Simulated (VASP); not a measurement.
# In (I4/mmm) in VASP: notebook

In is run at these levels: PBEsol; tasks: single point.

All numbers are computed with VASP 6.6.1; they aren't measurements. Logs are shortened: lines on timing, memory, paths and dates and some standing lists are left out, and cuts for length are marked.

### Step 1. The cell of the first run

Symmetry: I4/mmm, No. 139, tetragonal system. The conventional cell has a = 3.301 Å, b = 3.301 Å, c = 5.096 Å, α = 90.00°, β = 90.00°, γ = 90.00°. Within 4.3 Å of In (site symmetry 4/mmm) lie 12 In at 3.30 to 3.46 Å.

### Step 2. Single point, PBEsol (strain +0.015 along x and y, +0.030 along z)

Input file INCAR:

```
SYSTEM = In
ALGO     = Fast           ! electronic algorithm
EDIFF    = 1E-7           ! SCF threshold, eV
ENCUT    = 520            ! plane-wave cutoff, eV
GGA      = PS             ! functional
ISIF     = 2              ! what is computed and relaxed
ISMEAR   = 0              ! smearing method
LASPH    = .TRUE.         ! aspherical terms in the spheres
LCHARG   = .FALSE.        ! write CHGCAR
LREAL    = .FALSE.        ! projectors in reciprocal space
LWAVE    = .FALSE.        ! write WAVECAR
NBANDS   = 12             ! bands
NELM     = 60             ! most SCF steps
PREC     = Accurate       ! precision mode
SIGMA    = 0.15           ! smearing width, eV
```

Input file KPOINTS:

```
k-points
0
G
  20 20 20
  0 0 0
```

Input file POSCAR:

```
In
1.0
   -1.6505422500      1.6505422500      2.5481685000
    1.6505422500     -1.6505422500      2.5481685000
    1.6505422500      1.6505422500     -2.5481685000
In
1
Direct
    0.0000000000      0.0000000000      0.0000000000
```

Potentials or basis: VASP PAW PBE potentials, release 64 (In_d).

On the command line:

```bash
$ cat potpaw_PBE.64/In_d/POTCAR > POTCAR
$ mpirun -np 1 vasp_std > vasp.out
```

OUTCAR:

```text
SYSTEM = In
   EDIFF = 1E-7
   ENCUT = 520
   GGA = PS
   ISIF = 2
   ISMEAR = 0
   LASPH = .TRUE.
   LREAL = .FALSE.
   NELM = 60
   PREC = Accurate

 ion  position               nearest neighbor table
   1  0.000  0.000  0.000-

  LATTYP: Found a body centered tetragonal cell.
 ALAT       =     3.3010845000
 C/A-ratio  =     1.5438371844

  Lattice vectors:

 A1 = (  -1.6505422500,   1.6505422500,   2.5481685000)
 A2 = (   1.6505422500,  -1.6505422500,   2.5481685000)
 A3 = (   1.6505422500,   1.6505422500,  -2.5481685000)

Analysis of symmetry for initial positions (statically):
=====================================================================
 Subroutine PRICEL returns:
 Original cell was already a primitive cell.

 Routine SETGRP: Setting up the symmetry group for a
 body centered tetragonal supercell.

 Subroutine GETGRP returns: Found 16 space group operations
 (whereof 16 operations were pure point group operations)
 out of a pool of 16 trial point group operations.

The static configuration has the point symmetry D_4h.

Analysis of symmetry for dynamics (positions and initial velocities):
=====================================================================
 Subroutine PRICEL returns:
 Original cell was already a primitive cell.

 Routine SETGRP: Setting up the symmetry group for a
 body centered tetragonal supercell.

 Subroutine GETGRP returns: Found 16 space group operations
 (whereof 16 operations were pure point group operations)
 out of a pool of 16 trial point group operations.

The dynamic configuration has the point symmetry D_4h.

 Subroutine INISYM returns: Found 16 space group operations
 (whereof 16 operations are pure point group operations),
 and found     1 'primitive' translations

----------------------------------------------------------------------------------------

                                     Primitive cell

  volume of cell :      27.7678

  direct lattice vectors                    reciprocal lattice vectors
    -1.650542250  1.650542250  2.548168500     0.000000000  0.302930749  0.196219363
     1.650542250 -1.650542250  2.548168500     0.302930749  0.000000000  0.196219363
     1.650542250  1.650542250 -2.548168500     0.302930749  0.302930749  0.000000000

  length of vectors
     3.455682587  3.455682587  3.455682587     0.360928077  0.360928077  0.428408774

  position of ions in fractional coordinates (direct lattice)
     0.000000000  0.000000000  0.000000000

[... 78 lines left out ...]
   NSW    =      0    number of steps for IOM
   IBRION =     -1    ionic relax: 0-MD 1-quasi-New 2-CG
   NFREE  =      0    steps in history (QN), initial steepest desc. (CG)
   ISIF   =      2    stress and relaxation
   ISYM   =      2    0-nonsym 1-usesym 2-fastsym
   POTIM  = 0.5000    time-step for ionic-motion
   TEBEG  =    0.0;   TEEND  =   0.0 temperature during run
   PSTRESS=    0.0 pullay stress
   NELECT =      13.0000    total number of electrons
   NUPDOWN=      -1.0000    fix difference up-down
   EMIN   =  10.00;   EMAX   =-10.00  energy-range for DOS
   EFERMI =   0.00;   METHOD = LEGACY
   ISMEAR =     0;   SIGMA  =   0.15  broadening in eV -4-tet -1-fermi 0-gaus
   EFERMI_NEDOS =   21; number of points for ismear=-14 and -15
   IALGO  =     68    algorithm
   IMIX   =      4    mixing-type and parameters
     AMIX     =   0.40;   BMIX     =  1.00
     AMIX_MAG =   1.60;   BMIX_MAG =  1.00
  volume/ion in A,a.u.               =      27.77       187.39
  Fermi-wavevector in a.u.,A,eV,Ry     =   1.271185  2.402192 21.985813  1.615912
  Thomas-Fermi vector in A             =   2.404132
   LORBIT       =      0    0 simple, 1 ext, 2 COOP (PROOUT), +10 PAW based schemes
   GGA     = PS    functional components
   LHFCALC =     F    Hartree Fock is set to
   AEXX    =    0.0000 exact exchange contribution
   IVDW    =     0    specifies the selected vdW correction
   LEPSILON=     F    determine dielectric tensor
   LRPA    =     F    only Hartree local field effects (RPA)
 non-spin polarized calculation
 RMM-DIIS sequential band-by-band and
 Gauss-broadening in eV      SIGMA  =   0.15
  energy-cutoff  :      520.00
  volume of cell :       27.77
 maximum number of plane-waves:       765
 NGX is ok and might be reduce to    28
   NGX = 13   NGY = 13   NGZ = 13

 number of electron      12.9999994 magnetization

 Free energy of the ion-electron system (eV)
  ---------------------------------------------------
  ext. energy  EPLUGINS =         0.00000000
  ---------------------------------------------------
  free energy    TOTEN  =        -2.96466537 eV

  energy without entropy =       -2.95925859  energy(sigma->0) =       -2.96196198

 E-fermi :   6.6754     XC(G=0): -10.1244

 val. band max:        6.6670854107   @ k =   0.5000   0.3000  -0.0000
 cond. band min:       6.6803194496   @ k =  -0.1000  -0.4000   0.1000
 fundamental gap:      0.0132340389
 Fermi energy:         6.6753728965

 k-point     1 :       0.0000    0.0000    0.0000
  band No.  band energies     occupation
      1      -7.8614      2.00000
      2      -7.7506      2.00000
      3      -7.7506      2.00000
      4      -7.6986      2.00000
      5      -7.5894      2.00000
      6      -2.4639      2.00000
      7      16.6886      0.00000
      8      16.6886      0.00000
      9      16.8393      0.00000
     10      18.1775      0.00000
     11      20.1516      0.00000
     12      20.3353      0.00000
[... 331 lines left out ...]
 k-point    24 :      -0.3500    0.0500    0.0000
  band No.  band energies     occupation
      1      -7.8185      2.00000
      2      -7.8026      2.00000
      3      -7.7190      2.00000
      4      -7.5803      2.00000
      5      -7.5448      2.00000
      6      -0.0180      2.00000
      7       7.2179      0.00000
      8      13.8274      0.00000
      9      15.4870      0.00000
     10      17.6329      0.00000
     11      18.4784      0.00000
     12      20.0451      0.00000

 [... further k-points ...]
[... 5 lines left out ...]
  --------------------------------------------------------------------------------------
  -------------------------------------------------------------------------------------
  Total       -0.5154349     -0.5154349     -0.5536168      0.0000000     -0.0000000      0.0000000
  in kB      -29.7401382    -29.7401382    -31.9431998      0.0000000     -0.0000000      0.0000000
  external PRESSURE =     -30.4744921 kB  Pullay stress =       0.0000000 kB

 VOLUME and BASIS-vectors are now :
 -----------------------------------------------------------------------------
  energy-cutoff  :      520.00
  volume of cell :       27.77
      direct lattice vectors                 reciprocal lattice vectors
    -1.650542250  1.650542250  2.548168500     0.000000000  0.302930749  0.196219363
     1.650542250 -1.650542250  2.548168500     0.302930749  0.000000000  0.196219363
     1.650542250  1.650542250 -2.548168500     0.302930749  0.302930749  0.000000000

 POSITION                                       TOTAL-FORCE (eV/Angst)
 -----------------------------------------------------------------------------------
      0.00000      0.00000      0.00000        -0.000000     -0.000000     -0.000000
 -----------------------------------------------------------------------------------
    total drift:                                0.000000     -0.000000     -0.000000

  FREE ENERGIE OF THE ION-ELECTRON SYSTEM (eV)
  ---------------------------------------------------
  free  energy   TOTEN  =        -2.9646653668 eV

  energy  without entropy=       -2.9592585915  energy(sigma->0) =       -2.96196198
```

stdout:

```text
POSCAR found type information on POSCAR In
 POSCAR found :  1 types and       1 ions
 scaLAPACK will be used
 -----------------------------------------------------------------------------
|                                                                             |
|                                                                             |
|     You enforced a specific xc type in the INCAR file but a different       |
[... 25 lines left out ...]
WARNING in EDDRMM: call to ZHEGV failed, returncode =   8  4     11
WARNING in EDDRMM: call to ZHEGV failed, returncode =   6  3      9
WARNING in EDDRMM: call to ZHEGV failed, returncode =   6  3      9
WARNING in EDDRMM: call to ZHEGV failed, returncode =   8  4     12
WARNING in EDDRMM: call to ZHEGV failed, returncode =   8  4     12
WARNING in EDDRMM: call to ZHEGV failed, returncode =   6  3      9
WARNING in EDDRMM: call to ZHEGV failed, returncode =   8  4     12
```

Wall time 4.1 min (1 thread of Intel Xeon Platinum 8375C at 2.90GHz (Ice Lake), shared host); peak memory 0.32 GiB.

What came out:

```yaml
Free_energy: -2.9647 eV
Pressure: -3.0 GPa
```

Stress tensor (GPa, compression positive):
```
-2.97  0.00  0.00
 0.00 -2.97  0.00
 0.00  0.00 -3.19
```

Caveat: the cell differs from its parent crystal (strain +0.015 along x and y, +0.030 along z); the PAW data sets were made with another functional, which shifts forces and pressure a little; spin-orbit coupling is left out, which moves the levels of the heavy elements.

### Step 3. Single point, PBEsol (strain -0.030 along x and y, +0.030 along z)

Input file INCAR:

```
PREC     = Accurate       # precision mode
ENCUT    = 520            # plane-wave cutoff, eV
EDIFF    = 1E-6           # SCF threshold, eV
ISMEAR   = 0              # smearing method
SIGMA    = 0.15           # smearing width, eV
LREAL    = False          # projectors in reciprocal space
LASPH    = True           # aspherical terms in the spheres
NELM     = 100            # most SCF steps
ALGO     = Fast           # electronic algorithm
ISIF     = 2              # what is computed and relaxed
LWAVE    = False          # write WAVECAR
LCHARG   = True           # write CHGCAR
GGA      = PS             # functional
LELF     = True           # ELF
LVHAR    = True         
NBANDS   = 12             # bands
```

Input file KPOINTS:

```
regular mesh
0
Gamma
  20 20 20
```

Input file POSCAR:

```
In
1.0
   -1.5773655000      1.5773655000      2.5481685000
    1.5773655000     -1.5773655000      2.5481685000
    1.5773655000      1.5773655000     -2.5481685000
In
1
Direct
    0.0000000000      0.0000000000      0.0000000000
```

Potentials or basis: VASP PAW PBE potentials, release 64 (In_d).

On the command line:

```bash
$ cat potpaw_PBE.64/In_d/POTCAR > POTCAR
$ mpirun -np 1 vasp_std > vasp.out
```

OUTCAR:

```text
PREC = Accurate
   ENCUT = 520
   EDIFF = 1E-6
   ISMEAR = 0
   LREAL = False
   LASPH = True
   NELM = 100
   ISIF = 2
   GGA = PS

 ion  position               nearest neighbor table
   1  0.000  0.000  0.000-

  LATTYP: Found a body centered tetragonal cell.
 ALAT       =     3.1547310000
 C/A-ratio  =     1.6154584971

  Lattice vectors:

 A1 = (  -1.5773655000,   1.5773655000,   2.5481685000)
 A2 = (   1.5773655000,  -1.5773655000,   2.5481685000)
 A3 = (   1.5773655000,   1.5773655000,  -2.5481685000)

Analysis of symmetry for initial positions (statically):
=====================================================================
 Subroutine PRICEL returns:
 Original cell was already a primitive cell.

 Routine SETGRP: Setting up the symmetry group for a
 body centered tetragonal supercell.

 Subroutine GETGRP returns: Found 16 space group operations
 (whereof 16 operations were pure point group operations)
 out of a pool of 16 trial point group operations.

The static configuration has the point symmetry D_4h.

Analysis of symmetry for dynamics (positions and initial velocities):
[... 162 lines left out ...]
 cond. band min:       7.7076641931   @ k =  -0.3500   0.3500   0.2000
 fundamental gap:      0.0074109031
 Fermi energy:         7.7063036317

 k-point     1 :       0.0000    0.0000    0.0000
  band No.  band energies     occupation
      1      -7.0212      2.00000
      2      -6.7992      2.00000
      3      -6.7991      2.00000
      4      -6.7991      2.00000
      5      -6.5897      2.00000
      6      -2.0733      2.00000
      7      18.5282      0.00000
      8      18.5282      0.00000
      9      18.7498      0.00000
     10      19.5000      0.00000
     11      21.5936      0.00000
     12      22.0001      0.00000
[... 331 lines left out ...]
 k-point    24 :      -0.3500    0.0500    0.0000
  band No.  band energies     occupation
      1      -6.9341      2.00000
      2      -6.9165      2.00000
      3      -6.7614      2.00000
      4      -6.6112      2.00000
      5      -6.5657      2.00000
      6       0.6015      2.00000
      7       8.2976      0.00000
      8      14.9307      0.00000
      9      17.5153      0.00000
     10      19.0929      0.00000
     11      19.5963      0.00000
     12      22.2104      0.00000

 [... further k-points ...]
[... 5 lines left out ...]
  --------------------------------------------------------------------------------------
  -------------------------------------------------------------------------------------
  Total        0.0803728      0.0803728      0.0262249      0.0000000      0.0000000      0.0000000
  in kB        5.0776999      5.0776999      1.6568038      0.0000000      0.0000000      0.0000000
  external PRESSURE =       3.9374012 kB  Pullay stress =       0.0000000 kB

 VOLUME and BASIS-vectors are now :
 -----------------------------------------------------------------------------
  energy-cutoff  :      520.00
  volume of cell :       25.36
      direct lattice vectors                 reciprocal lattice vectors
    -1.577365500  1.577365500  2.548168500     0.000000000  0.316984237  0.196219363
     1.577365500 -1.577365500  2.548168500     0.316984237  0.000000000  0.196219363
     1.577365500  1.577365500 -2.548168500     0.316984237  0.316984237  0.000000000

 POSITION                                       TOTAL-FORCE (eV/Angst)
 -----------------------------------------------------------------------------------
      0.00000      0.00000      0.00000         0.000000      0.000000     -0.000000
 -----------------------------------------------------------------------------------
    total drift:                               -0.000000     -0.000000     -0.000000

  FREE ENERGIE OF THE ION-ELECTRON SYSTEM (eV)
  ---------------------------------------------------
  free  energy   TOTEN  =        -2.9851609937 eV

  energy  without entropy=       -2.9806145586  energy(sigma->0) =       -2.98288778
```

OSZICAR:

```text
N       E                     dE             d eps       ncg     rms          rms(c)
DAV:   1     0.781095487191E+02    0.78110E+02   -0.62557E+03 15596   0.139E+03
DAV:   2     0.678112859953E+00   -0.77431E+02   -0.75363E+02 16104   0.292E+02
DAV:   3    -0.294745485476E+01   -0.36256E+01   -0.36139E+01 18296   0.642E+01
DAV:   4    -0.302783102127E+01   -0.80376E-01   -0.80348E-01 19252   0.944E+00
DAV:   5    -0.303154147299E+01   -0.37105E-02   -0.37103E-02 21412   0.181E+00    0.246E+00
RMM:   6    -0.299284461630E+01    0.38697E-01   -0.49068E-02 18933   0.352E+00    0.127E+00
RMM:   7    -0.298559891328E+01    0.72457E-02   -0.16964E-02 18270   0.170E+00    0.305E-01
RMM:   8    -0.298509818378E+01    0.50073E-03   -0.21027E-03 22492   0.659E-01    0.848E-02
RMM:   9    -0.298515232864E+01   -0.54145E-04   -0.61976E-04 23969   0.245E-01    0.424E-02
RMM:  10    -0.298515518972E+01   -0.28611E-05   -0.14325E-04 21165   0.207E-01    0.769E-03
RMM:  11    -0.298515971945E+01   -0.45297E-05   -0.66485E-05 24461   0.896E-02    0.144E-02
RMM:  12    -0.298516012283E+01   -0.40338E-06   -0.18979E-05 21594   0.581E-02    0.275E-03
RMM:  13    -0.298516099371E+01   -0.87088E-06   -0.51844E-06 13656   0.220E-02
   1 F= -.29851610E+01 E0= -.29828878E+01  d E =-.454644E-02
```

stdout:

```text
POSCAR found type information on POSCAR In
 POSCAR found :  1 types and       1 ions
 scaLAPACK will be used
 -----------------------------------------------------------------------------
|                                                                             |
|                                                                             |
|     You enforced a specific xc type in the INCAR file but a different       |
|     I HOPE YOU KNOW WHAT YOU ARE DOING!                                     |
|                                                                             |
 -----------------------------------------------------------------------------

 LDA part: xc-table for (Slater+PW92), standard interpolation
 POSCAR, INCAR and KPOINTS ok, starting setup
 FFT: planning ... GRIDC
 FFT: planning ... GRID_SOFT
 FFT: planning ... GRID
 WAVECAR not read
 entering main loop
WARNING in EDDRMM: call to ZHEGV failed, returncode =   6  3     12
WARNING in EDDRMM: call to ZHEGV failed, returncode =   6  3     10
WARNING in EDDRMM: call to ZHEGV failed, returncode =   6  3      9
```

Wall time 2.9 min (1 thread of Intel Xeon Platinum 8488C (Sapphire Rapids), shared host); peak memory 0.3 GiB.

What came out:

```yaml
Free_energy: -2.9852 eV
Pressure: 0.4 GPa
```

Stress tensor (GPa, compression positive):
```
0.51 0.00 0.00
0.00 0.51 0.00
0.00 0.00 0.17
```

Caveat: the cell differs from its parent crystal (strain -0.030 along x and y, +0.030 along z); the PAW data sets were made with another functional, which shifts forces and pressure a little; spin-orbit coupling is left out, which moves the levels of the heavy elements.

### Step 4. Single point, PBEsol (strain -0.015 along x and y, +0.000 along z)

Input file INCAR:

```
PREC = Accurate
ENCUT = 520
EDIFF = 1E-7
ISMEAR = 0
SIGMA = 0.15
LREAL = F
LASPH = T
NELM = 60
ALGO = Fast
ISIF = 2
LWAVE = F
LCHARG = F
GGA = PS
NBANDS = 12
```

KPOINTS is that of step 3.

Input file POSCAR:

```
In
1.0
   -1.6017577500      1.6017577500      2.4739500000
    1.6017577500     -1.6017577500      2.4739500000
    1.6017577500      1.6017577500     -2.4739500000
In
1
Direct
    0.0000000000      0.0000000000      0.0000000000
```

On the command line:

```bash
$ cat potpaw_PBE.64/In_d/POTCAR > POTCAR
$ mpirun -np 1 vasp_std > vasp.out
```

Run time: 3.1 min. Hardware: 1 thread of Intel Xeon Platinum 8488C (Sapphire Rapids), shared host; peak memory 0.3 GiB.

Results (log left out):

| Quantity | Value |
| --- | --- |
| Free energy | -2.9856 eV |
| Pressure | 0.3 GPa |

Stress tensor (GPa, compression positive):
```
0.40 0.00 0.00
0.00 0.40 0.00
0.00 0.00 0.19
```

Levels at points of the mesh, in eV from the Fermi level:
```csv
k point,band 4,band 5,band 6,band 7,band 8,band 9
"(0.00, 0.00, 0.00)",-14.46,-14.33,-9.78,10.79,10.79,11.00
"(0.50, 0.00, 0.00)",-14.25,-14.20,-4.33,-3.52,7.48,9.52
"(0.50, 0.50, 0.00)",-14.23,-14.12,-2.01,-1.50,3.47,3.98
"(0.50, 0.50, 0.50)",-14.19,-14.19,-3.09,-2.88,4.94,4.94
```

Caveat: the cell differs from its parent crystal (strain -0.015 along x and y, +0.000 along z); the PAW data sets were made with another functional, which shifts forces and pressure a little; spin-orbit coupling is left out, which moves the levels of the heavy elements.

[end of part 1 of 2]
